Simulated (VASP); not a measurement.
Here is a VASP 6.6.1 calculation.

Contents of INCAR:

```
SYSTEM = Mg
PREC = Accurate
ENCUT = 520
EDIFF = 1E-7
ISMEAR = 0
SIGMA = 0.1
LREAL = .FALSE.
LASPH = .TRUE.
NELM = 100
ALGO = Fast
ISIF = 2
LWAVE = .FALSE.
LCHARG = .FALSE.
GGA = PS
NBANDS = 9
```

The input KPOINTS:

```
Automatic mesh
0
G
  15 15 8
  0 0 0
```

POSCAR

```
Mg
1.0
    3.1892800719      0.0000000000      0.0000000000
   -1.5946400359      2.7619975621      0.0000000000
    0.0000000000      0.0000000000      5.1074433996
Mg
2
Direct
    0.3333333333      0.6666666667      0.2500000000
    0.6666666667      0.3333333333      0.7500000000
```

Potentials or basis: VASP PAW PBE potentials, release 64 (Mg).

The run is started by

```console
$ cat potpaw_PBE.64/Mg/POTCAR > POTCAR
$ mpirun -np 1 vasp_std > vasp.out
```

Q: Estimate the pressure.

A: 0.0 GPa.

Q: What does it give for the band gap on the k mesh?

A: Zero (bands 2 and 3 overlap by 2.00 eV).

Caveat: the PAW data sets were made with another functional, which shifts forces and pressure a little.
